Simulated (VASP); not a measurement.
# WS2: single point with LDA

Crystal: WS2.

```
W S
1.0
     1.52312    0.87937    5.47246
    -1.52312    0.87937    5.47246
     0.00000   -1.75875    5.47246
W S
1 2
Direct
  0.99946 0.99946 0.99946
  0.76126 0.76126 0.76126
  0.57058 0.57058 0.57058
```

| Item | Value |
| --- | --- |
| Program | VASP 6.6.1 |
| Task | single point |
| Functional | LDA |
| Potentials or basis | VASP PAW LDA potentials, release 64 (W_sv, S) |
| Cutoff | 520 eV |
| k mesh | 8 × 8 × 8 |
| Occupations | gaussian, width 0.01 eV |
| Spin | no spin polarisation |

```json
{
 "Pressure": "15.6 GPa",
 "Largest force": "0.046 eV/Å",
 "Band gap on the k mesh": "0.40 eV (least direct gap 1.63 eV)"
}
```

Forces in eV/Å, atoms in the order of the input:
```
W    0.000  0.000  0.001
S    0.000  0.000  0.045
S    0.000  0.000 -0.046
```

Levels at points of the mesh, in eV from the valence-band top:
| k point | band 11 | band 12 | band 13 | band 14 | band 15 | band 16 |
| --- | --- | --- | --- | --- | --- | --- |
| (0.00, 0.00, 0.00) | -2.88 | -2.35 | -0.86 | 1.60 | 1.60 | 2.34 |
| (0.50, 0.00, 0.00) | -3.10 | -2.51 | -1.99 | 2.08 | 2.23 | 2.88 |
| (0.50, 0.50, 0.00) | -4.29 | -2.86 | -2.22 | 2.09 | 2.25 | 3.04 |
| (0.50, 0.50, 0.50) | -2.72 | -2.72 | 0.00 | 1.63 | 1.63 | 2.10 |

Wall time 90 s on 1 thread of Intel(R) Xeon(R) 6975P-C (Granite Rapids) (shared host), peak memory 0.28 GiB.

Caveat: the cell stands under pressure; spin-orbit coupling is left out, which moves the levels of the heavy elements. A k mesh can miss the band edges.
